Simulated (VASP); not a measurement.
# Si27C26N (a cell with a defect) in VASP: electric field gradients with PBE

Aim: the electric field gradients of Si27C26N (a cell with a defect) with PBE.

All numbers are computed with VASP 6.6.1; they aren't measurements. Logs are shortened: lines on timing, memory, paths and dates and some standing lists are left out, and cuts for length are marked.

## (1) The cell of the first run

The cell holds a defect, 54 atoms: a = 9.245 Å, b = 9.245 Å, c = 9.245 Å, α = 60.00°, β = 60.00°, γ = 60.00°.

## (2) Electric field gradients, PBE

Contents of INCAR:

```
SYSTEM = Si27C26N
  PREC = Accurate
  ENCUT = 520
  EDIFF = 1E-8
  ISMEAR = -1
  SIGMA = 0.01
  LREAL = Auto
  LASPH = .True.
  NELM = 100
  ALGO = Normal
  ISIF = 2
  LWAVE = .False.
  LCHARG = .False.
  GGA = PE
  LEFG = .True.
  NELECT = 216.0
  NBANDS = 142
```

Contents of KPOINTS:

```
Automatic mesh
0
Gamma
  3 3 3
  0 0 0
```

Contents of POSCAR:

```
Si27C26N
1.0
    0.0000000000      6.5370000000      6.5370000000
    6.5370000000      0.0000000000      6.5370000000
    6.5370000000      6.5370000000      0.0000000000
Si N C
27 1 26
Direct
    0.0000000000      0.0000000000      0.0000000000
    0.0000000000      0.0000000000      0.3333333333
    0.0000000000      0.0000000000      0.6666666667
    0.0000000000      0.3333333333      0.0000000000
    0.0000000000      0.3333333333      0.3333333333
    0.0000000000      0.3333333333      0.6666666667
    0.0000000000      0.6666666667      0.0000000000
    0.0000000000      0.6666666667      0.3333333333
    0.0000000000      0.6666666667      0.6666666667
    0.3333333333      0.0000000000      0.0000000000
    0.3333333333      0.0000000000      0.3333333333
    0.3333333333      0.0000000000      0.6666666667
    0.3333333333      0.3333333333      0.0000000000
    0.3333333333      0.3333333333      0.3333333333
    0.3333333333      0.3333333333      0.6666666667
    0.3333333333      0.6666666667      0.0000000000
    0.3333333333      0.6666666667      0.3333333333
    0.3333333333      0.6666666667      0.6666666667
    0.6666666667      0.0000000000      0.0000000000
    0.6666666667      0.0000000000      0.3333333333
    0.6666666667      0.0000000000      0.6666666667
    0.6666666667      0.3333333333      0.0000000000
    0.6666666667      0.3333333333      0.3333333333
    0.6666666667      0.3333333333      0.6666666667
    0.6666666667      0.6666666667      0.0000000000
    0.6666666667      0.6666666667      0.3333333333
    0.6666666667      0.6666666667      0.6666666667
    0.0833333333      0.0833333333      0.0833333333
    0.0833333333      0.0833333333      0.4166666667
    0.0833333333      0.0833333333      0.7500000000
    0.0833333333      0.4166666667      0.0833333333
    0.0833333333      0.4166666667      0.4166666667
    0.0833333333      0.4166666667      0.7500000000
    0.0833333333      0.7500000000      0.0833333333
    0.0833333333      0.7500000000      0.4166666667
    0.0833333333      0.7500000000      0.7500000000
    0.4166666667      0.0833333333      0.0833333333
    0.4166666667      0.0833333333      0.4166666667
    0.4166666667      0.0833333333      0.7500000000
    0.4166666667      0.4166666667      0.0833333333
    0.4166666667      0.4166666667      0.4166666667
    0.4166666667      0.4166666667      0.7500000000
    0.4166666667      0.7500000000      0.0833333333
    0.4166666667      0.7500000000      0.4166666667
    0.4166666667      0.7500000000      0.7500000000
    0.7500000000      0.0833333333      0.0833333333
    0.7500000000      0.0833333333      0.4166666667
    0.7500000000      0.0833333333      0.7500000000
    0.7500000000      0.4166666667      0.0833333333
    0.7500000000      0.4166666667      0.4166666667
    0.7500000000      0.4166666667      0.7500000000
    0.7500000000      0.7500000000      0.0833333333
    0.7500000000      0.7500000000      0.4166666667
    0.7500000000      0.7500000000      0.7500000000
```

Potentials or basis: VASP PAW PBE potentials, release 64 (Si, N, C).

Started as:

```sh
$ cat potpaw_PBE.64/Si/POTCAR potpaw_PBE.64/N/POTCAR potpaw_PBE.64/C/POTCAR > POTCAR
$ mpirun -np 1 vasp_std > vasp.out
```

OUTCAR:

```text
SYSTEM = Si27C26N
   PREC = Accurate
   ENCUT = 520
   EDIFF = 1E-8
   ISMEAR = -1
   LREAL = Auto
   LASPH = .True.
   NELM = 100
   ISIF = 2
   GGA = PE
   NELECT = 216.0

 ion  position               nearest neighbor table
   1  0.000  0.000  0.000-  28 1.89  30 1.89  34 1.89  46 1.89   7 3.08   8 3.08  10 3.08  12 3.08
                            16 3.08  19 3.08  20 3.08  22 3.08   2 3.08   3 3.08   4 3.08   6 3.08
   2  0.000  0.000  0.333-  28 1.89  29 1.89  35 1.89  47 1.89  10 3.08  11 3.08  17 3.08  20 3.08
                            23 3.08   1 3.08   4 3.08   5 3.08   8 3.08  21 3.08   9 3.08   3 3.08
   3  0.000  0.000  0.667-  30 1.89  29 1.89  36 1.89  48 1.89  12 3.08  18 3.08  19 3.08  21 3.08
                            24 3.08   1 3.08   6 3.08   7 3.08   9 3.08  11 3.08   5 3.08   2 3.08
   4  0.000  0.333  0.000-  28 1.89  31 1.89  33 1.89  49 1.89  10 3.08  13 3.08  15 3.08  22 3.08
                            23 3.08   1 3.08   2 3.08   5 3.08   6 3.08   9 3.08  25 3.08   7 3.08
   5  0.000  0.333  0.333-  29 1.89  31 1.89  50 1.89  32 1.89  14 3.08  23 3.08   2 3.08   4 3.08
                            11 3.08  13 3.08   3 3.08   7 3.08  24 3.08  26 3.08   6 3.08   8 3.08
   6  0.000  0.333  0.667-  30 1.89  32 1.89  33 1.89  51 1.89  15 3.08  22 3.08  24 3.08   1 3.08
                             3 3.08   4 3.08  12 3.08  14 3.08  27 3.08   8 3.08   9 3.08   5 3.08
   7  0.000  0.667  0.000-  34 1.89  31 1.89  36 1.89  52 1.89  16 3.08  18 3.08  19 3.08  25 3.08
                            26 3.08   1 3.08   3 3.08   8 3.08   9 3.08  13 3.08   5 3.08   4 3.08
   8  0.000  0.667  0.333-  32 1.89  34 1.89  35 1.89  53 1.89  17 3.08  20 3.08  26 3.08   1 3.08
                             2 3.08   7 3.08  16 3.08  14 3.08  27 3.08   5 3.08   9 3.08   6 3.08
   9  0.000  0.667  0.667-  36 1.89  35 1.89  33 1.89  54 1.89  25 3.08  27 3.08   3 3.08   7 3.08
[... 62 lines left out ...]
  53  0.750  0.750  0.417-   8 1.89  20 1.89  26 1.89  27 1.89
  54  0.750  0.750  0.750-  27 1.89  21 1.89  25 1.89   9 1.89

  LATTYP: Found a face centered cubic cell.
 ALAT       =    13.0740000000

  Lattice vectors:

 A1 = (   0.0000000000,   6.5370000000,   6.5370000000)
 A2 = (   6.5370000000,   0.0000000000,   6.5370000000)
 A3 = (   6.5370000000,   6.5370000000,   0.0000000000)

Analysis of symmetry for initial positions (statically):
=====================================================================
 Subroutine PRICEL returns:
 Original cell was already a primitive cell.

 Routine SETGRP: Setting up the symmetry group for a
 face centered cubic supercell.

 Subroutine GETGRP returns: Found 24 space group operations
 (whereof  6 operations were pure point group operations)
 out of a pool of 48 trial point group operations.
[... 754 lines left out ...]
  Total       -3.7038500     -3.7038500     -3.7038500      0.0000000      0.0000000      0.0000000
  in kB      -10.6218100    -10.6218100    -10.6218100      0.0000000      0.0000000      0.0000000
  external PRESSURE =     -10.6218100 kB  Pullay stress =       0.0000000 kB

 VOLUME and BASIS-vectors are now :
 -----------------------------------------------------------------------------
  energy-cutoff  :      520.00
  volume of cell :      558.68
      direct lattice vectors                 reciprocal lattice vectors
     0.000000000  6.537000000  6.537000000    -0.076487685  0.076487685  0.076487685
     6.537000000  0.000000000  6.537000000     0.076487685 -0.076487685  0.076487685
     6.537000000  6.537000000  0.000000000     0.076487685  0.076487685 -0.076487685

 POSITION                                       TOTAL-FORCE (eV/Angst)
 -----------------------------------------------------------------------------------
      0.00000      0.00000      0.00000        -0.639925     -0.639925     -0.639925
      2.17900      2.17900      0.00000         0.639925      0.639925     -0.639925
      4.35800      4.35800      0.00000        -0.000000     -0.000000     -0.431711
      2.17900      0.00000      2.17900         0.639925     -0.639925      0.639925
      4.35800      2.17900      2.17900         0.339408     -0.019837     -0.019837
      6.53700      4.35800      2.17900         0.019837     -0.339408     -0.019837
[... 46 lines left out ...]
      7.62650      7.62650      9.80550        -0.000000     -0.000000      0.111486
      9.80550      9.80550      9.80550        -0.009809     -0.009809     -0.009809
 -----------------------------------------------------------------------------------
    total drift:                               -0.000002     -0.000002     -0.000002

  FREE ENERGIE OF THE ION-ELECTRON SYSTEM (eV)
  ---------------------------------------------------
  free  energy   TOTEN  =      -416.0487847814 eV

  energy  without entropy=     -416.0487847814  energy(sigma->0) =     -416.04878478

 Electric field gradients (V/A^2)
---------------------------------------------------------------------
 ion       V_xx      V_yy      V_zz      V_xy      V_xz      V_yz
---------------------------------------------------------------------
   1      -0.000    -0.000     0.000    26.344    26.344    26.344
   2       0.000     0.000    -0.000    26.344   -26.344   -26.344
   3      -0.523    -0.523     1.046     3.691    -0.000    -0.000
   4       0.000    -0.000     0.000   -26.344    26.344   -26.344
   5       0.239    -0.120    -0.120     0.246     0.246    -2.423
   6      -0.120     0.239    -0.120     0.246     2.423    -0.246
[... 46 lines left out ...]
  53      -0.095    -0.095     0.191    -0.268     0.000     0.000
  54       0.000    -0.000    -0.000    -0.469    -0.469    -0.469
---------------------------------------------------------------------

 Electric field gradients after diagonalization (V/A^2)
 (convention: |V_zz| > |V_xx| > |V_yy|)
----------------------------------------------------------------------
 ion       V_xx      V_yy      V_zz     asymmetry (V_yy - V_xx)/ V_zz
----------------------------------------------------------------------
   1     -26.344   -26.344    52.687       0.000
   2     -26.344   -26.344    52.687       0.000
   3       3.168     1.046    -4.214       0.503
   4     -26.344   -26.344    52.687       0.000
   5       2.303     0.282    -2.585       0.782
   6       2.303     0.282    -2.585       0.782
[... 46 lines left out ...]
  53       0.191     0.173    -0.363       0.050
  54       0.469     0.469    -0.939       0.000
----------------------------------------------------------------------

           NMR quadrupolar parameters

 Cq : quadrupolar parameter    Cq=e*Q*V_zz/h
 eta: asymmetry parameters     (V_yy - V_xx)/ V_zz
 Q  : nuclear electric quadrupole moment in mb (millibarn)
----------------------------------------------------------------------
 ion       Cq(MHz)       eta       Q (mb)
----------------------------------------------------------------------
   1       0.127       0.000       1.000
   2       0.127       0.000       1.000
   3      -0.010       0.503       1.000
   4       0.127       0.000       1.000
   5      -0.006       0.782       1.000
   6      -0.006       0.782       1.000
[... 46 lines left out ...]
  53      -0.001       0.050       1.000
  54      -0.002       0.000       1.000
----------------------------------------------------------------------
```

Run time: 9.1 min. Hardware: 1 thread of Intel Xeon 6975P-C (Granite Rapids), shared host; peak memory 0.78 GiB.

What came out:

- Free energy: -416.0488 eV
- Largest force: 1.108 eV/Å
- Largest electric field gradient by atom: Si +52.7, -4.2, -2.6, +0.0, +0.5 (each value once); N +0.0; C +5.3, -1.0, -0.9, -0.4 (each value once) V/Å²

Forces on the atoms (eV/Å):
```
Si  -0.640 -0.640 -0.640
Si   0.640  0.640 -0.640
Si   0.000  0.000 -0.432
Si   0.640 -0.640  0.640
Si   0.339 -0.020 -0.020
Si   0.020 -0.339 -0.020
Si   0.000 -0.432  0.000
Si   0.020 -0.020 -0.339
Si   0.432  0.000  0.000
Si  -0.640  0.640  0.640
Si  -0.020  0.339 -0.020
Si  -0.339  0.020 -0.020
Si  -0.020 -0.020  0.339
Si   0.000  0.000  0.000
Si   0.020  0.020  0.339
Si  -0.339 -0.020  0.020
Si   0.020  0.339  0.020
Si  -0.037  0.037  0.037
Si  -0.432  0.000  0.000
Si  -0.020  0.020 -0.339
Si   0.000  0.432  0.000
Si  -0.020 -0.339  0.020
Si   0.339  0.020  0.020
Si   0.037 -0.037  0.037
Si   0.000  0.000  0.432
Si   0.037  0.037 -0.037
Si  -0.037 -0.037 -0.037
N    0.000  0.000  0.000
C   -0.398 -0.398  0.169
C    0.398  0.398  0.169
C   -0.398  0.169 -0.398
C   -0.026  0.026  0.026
C   -0.169  0.398 -0.398
C    0.398  0.169  0.398
C   -0.169 -0.398  0.398
C   -0.010  0.010  0.010
C    0.169 -0.398 -0.398
C    0.026 -0.026  0.026
C    0.398 -0.169 -0.398
C    0.026  0.026 -0.026
C   -0.026 -0.026 -0.026
C    0.000  0.000 -0.111
C    0.398 -0.398 -0.169
C    0.000 -0.111  0.000
C    0.111  0.000  0.000
C    0.169  0.398  0.398
C   -0.398 -0.169  0.398
C    0.010 -0.010  0.010
C   -0.398  0.398 -0.169
C   -0.111  0.000  0.000
C    0.000  0.111  0.000
C    0.010  0.010 -0.010
C    0.000  0.000  0.111
C   -0.010 -0.010 -0.010
```

Electric field gradients, principal values (V/Å²):
```
 atom    least   middle  greatest (by size)
 1 Si  -26.344  -26.344              52.687
 2 Si  -26.344  -26.344              52.687
 3 Si    1.046    3.168              -4.214
 4 Si  -26.344  -26.344              52.687
 5 Si    0.282    2.303              -2.585
 6 Si    0.282    2.303              -2.585
 7 Si    1.046    3.168              -4.214
 8 Si    0.282    2.303              -2.585
 9 Si    1.046    3.168              -4.214
10 Si  -26.344  -26.344              52.687
11 Si    0.282    2.303              -2.585
12 Si    0.282    2.303              -2.585
13 Si    0.282    2.303              -2.585
14 Si    0.000    0.000               0.000
15 Si    0.282    2.303              -2.585
16 Si    0.282    2.303              -2.585
17 Si    0.282    2.303              -2.585
18 Si   -0.271   -0.271               0.541
19 Si    1.046    3.168              -4.214
20 Si    0.282    2.303              -2.585
21 Si    1.046    3.168              -4.214
22 Si    0.282    2.303              -2.585
23 Si    0.282    2.303              -2.585
24 Si   -0.271   -0.271               0.541
25 Si    1.046    3.168              -4.214
26 Si   -0.271   -0.271               0.541
27 Si   -0.271   -0.271               0.541
 28 N    0.000    0.000               0.001
 29 C   -2.194   -3.077               5.271
 30 C   -2.194   -3.076               5.270
 31 C   -2.194   -3.077               5.271
 32 C    0.493    0.494              -0.987
 33 C   -2.194   -3.076               5.270
 34 C   -2.194   -3.076               5.270
 35 C   -2.194   -3.076               5.270
 36 C    0.469    0.471              -0.940
 37 C   -2.194   -3.077               5.271
 38 C    0.493    0.494              -0.987
 39 C   -2.194   -3.076               5.270
 40 C    0.493    0.494              -0.987
 41 C    0.493    0.493              -0.986
 42 C    0.173    0.190              -0.364
 43 C   -2.194   -3.076               5.270
 44 C    0.173    0.190              -0.364
 45 C    0.173    0.191              -0.363
 46 C   -2.194   -3.076               5.270
 47 C   -2.194   -3.076               5.270
 48 C    0.469    0.471              -0.940
 49 C   -2.194   -3.076               5.270
 50 C    0.173    0.190              -0.364
 51 C    0.173    0.191              -0.363
 52 C    0.469    0.471              -0.940
 53 C    0.173    0.191              -0.363
 54 C    0.469    0.469              -0.939
```

Caveat: the cell carries a net charge on a neutralising background, which shifts energy and pressure; the cell is charged against a uniform background, so pressure and absolute levels hang on convention; without QUAD_EFG the Cq values of the log hold for a quadrupole moment of 1 mb, not for the nuclei.
